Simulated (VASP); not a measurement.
HfC, 2 atoms in the cell. It takes space group Fm-3m (No. 225, cubic). The conventional cell has a = 4.650 Å, b = 4.650 Å, c = 4.650 Å, α = 90.00°, β = 90.00°, γ = 90.00°. Within 3.1 Å of Hf (site symmetry m-3m) lie 6 C at 2.33 Å. C (site symmetry m-3m) has 6 Hf at 2.33 Å within 3.1 Å. 

| Quantity | Value |
| --- | --- |
| Program | VASP 6.6.1 |
| Task | single point |
| Functional | PBE |
| Potentials or basis | VASP PAW PBE potentials, release 64 (Hf_pv, C) |
| Cutoff | 520 eV |
| k mesh | 4 × 4 × 4 |
| Occupations | gaussian, width 0.1 eV |
| Spin | no spin polarisation |
| Dipole correction | no |
| Further INCAR settings | ALGO = Normal; EDIFF = 1e-06; NBANDS = 14 |

Potentials or basis: VASP PAW PBE potentials, release 64 (Hf_pv, C).

The run is started by

```bash
$ cat potpaw_PBE.64/Hf_pv/POTCAR potpaw_PBE.64/C/POTCAR > POTCAR
$ mpirun -np 1 vasp_std > vasp.out
```

Hardware: 1 thread of Intel Xeon 6455B (shared host).

How long does it take, and how much memory?

It took 3.6 s on 1 thread of Intel Xeon 6455B, with other jobs on the host, peak memory 0.14 GiB. Counts: scf iterations 12, k points 8.
